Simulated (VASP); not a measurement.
The system is PtS2.

```
Pt S
1.0
     3.54320    0.00000    0.00000
    -1.77160    3.06850    0.00000
     0.00000    0.00000    5.03880
Pt S
1 2
Direct
  0.00000 0.00000 0.00000
  0.33333 0.66667 0.22700
  0.66667 0.33333 0.77300
```

Base run:

```yaml
Program: VASP 6.6.1
Functional: r2SCAN
Potentials_or_basis: VASP PAW PBE potentials, release 64 (Pt, S)
Cutoff: 520 eV
k_mesh: 6 × 6 × 4
Occupations: fermi-dirac, width 0.1 eV
Spin: no spin polarisation
```

Its results: band gap on the k mesh 1.14 eV, indirect (least direct gap 1.67 eV); pressure 9.3 GPa; largest force 1.213 eV/Å.

Question: The run is repeated on the same cell with these changes: k mesh from 6 × 6 × 4 to 3 × 3 × 2. What comes out?

Answer: Band gap on the k mesh 1.33 eV, indirect (least direct gap 2.62 eV); pressure 8.7 GPa; largest force 1.114 eV/Å.

Caveats: some runs use coarse meshes; the PAW data sets were made with another functional, which shifts forces and pressure a little; spin-orbit coupling is left out, which moves the levels of the heavy elements.

A k mesh can miss the band edges.
